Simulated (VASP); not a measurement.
Pd, 1 atom in the cell. It takes space group Fm-3m (No. 225, cubic). Conventional cell: a = 3.890 Å, b = 3.890 Å, c = 3.890 Å, α = 90.00°, β = 90.00°, γ = 90.00°. Within 3.6 Å of Pd (site symmetry m-3m) lie 12 Pd at 2.75 Å. 

| Quantity | Value |
| --- | --- |
| Program | VASP 6.6.1 |
| Task | single point |
| Functional | PBE |
| Potentials or basis | VASP PAW PBE potentials, release 64 (Pd) |
| Cutoff | 520 eV |
| k mesh | 16 × 16 × 16 |
| Occupations | gaussian, width 0.1 eV |
| Spin | no spin polarisation |
| Dipole correction | no |
| Further INCAR settings | ALGO = Fast; EDIFF = 1e-06; NBANDS = 11 |

Potentials or basis: VASP PAW PBE potentials, release 64 (Pd).

Command:

```sh
$ cat potpaw_PBE.64/Pd/POTCAR > POTCAR
$ mpirun -np 1 vasp_std > vasp.out
```

Hardware: 1 thread of Intel Xeon 8259CL (shared host).

Task: How long does it take, and how much memory?

Result: Run time: 18 s on 1 thread of Intel Xeon 8259CL (shared host), peak memory 0.14 GiB. Counts: scf iterations 12, k points 145.
